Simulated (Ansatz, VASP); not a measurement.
# Y2Si2F in VASP and in Ansatz

The input INCAR:

```
  ALGO = Normal
  EDIFF = 1E-6
  ENCUT = 520
  GGA = PE
  ISIF = 2
  ISMEAR = 0
  ISPIN = 2
  LASPH = T
  LCHARG = T
  LELF = T
  LMAXMIX = 4
  LORBIT = 11
  LREAL = F
  LVHAR = T
  LWAVE = F
  MAGMOM = 0 0 0 0 1
  NBANDS = 30
  NELM = 150
  PREC = Accurate
  SIGMA = 0.1
```

Contents of KPOINTS:

```
k-points
0
Gamma
  6 6 2
```

The input POSCAR:

```
Y2Si2F
1.0
    4.1336080735      0.0000000000      0.0000000000
   -2.0668040368      3.5798096010      0.0000000000
    0.0000000000      0.0000000000      7.9792129261
Y Si F
2 2 1
Direct
    0.0000000000      0.0000000000      0.7239730591
    0.0000000000      0.0000000000      0.2760269409
    0.3333333333      0.6666666667      0.5000000000
    0.6666666667      0.3333333333      0.5000000000
    0.0000000000      0.0000000000      0.0000000000
```

Input for Ansatz:

```yaml
crystal:
  lattice:
    - [4.1336080735, 0.0, 0.0]
    - [-2.0668040368, 3.579809601, 0.0]
    - [0.0, 0.0, 7.9792129261]
  atoms:
    - { symbol: "Y", position: [0.0, 0.0, 0.7239730591] }
    - { symbol: "Y", position: [0.0, 0.0, 0.2760269409] }
    - { symbol: Si, position: [0.3333333333, 0.6666666667, 0.5] }
    - { symbol: Si, position: [0.6666666667, 0.3333333333, 0.5] }
    - { symbol: F, position: [0.0, 0.0, 0.0], spin: 1.0 }
basis:
  ecutwfc: 420
kpoints:
  mp_grid: { grid: [6, 6, 2] }
hamiltonian:
  xc: pbe
scf:
  occupations: { method: gaussian, width: 0.1 }
  lower_state_search: "off"
output:
  forces: true
  stress: true
  eigenvalues: true
  populations: true
magnetization:
  spin_polarized: true
```

Alike in both runs: task single point; functional PBE; k mesh 6 × 6 × 2; occupations gaussian, width 0.1 eV; collinear spin.

|  | VASP | Ansatz |
| --- | --- | --- |
| version | VASP 6.6.1 | Ansatz 0.2.0 |
| potentials or method | VASP PAW PBE potentials, release 64 (Y_sv, Si, F), cutoff 520 eV | scalar-relativistic, plane waves, PAW |
| valence electrons in the cell | 37 | 37 |

VASP gave:

- gap on the k mesh at the Fermi level (eV): none
- pressure (GPa): 0.0
- traceless stress, the component that is largest in VASP (GPa): 0.00
- net moment per atom (μB): 0.00

Estimate Ansatz's values.

gap on the k mesh at the Fermi level (eV): none; pressure (GPa): 0.1; traceless stress, the component that is largest in VASP (GPa): -0.06; net moment per atom (μB): 0.00.

A gap of «none» marks a metal or a gap that the smearing closes. With one functional, cell and mesh, what is left measures potentials, basis and numerics. Ansatz's warnings: seeded moment not kept.

The k mesh is coarse, so the values compare programs but aren't converged.
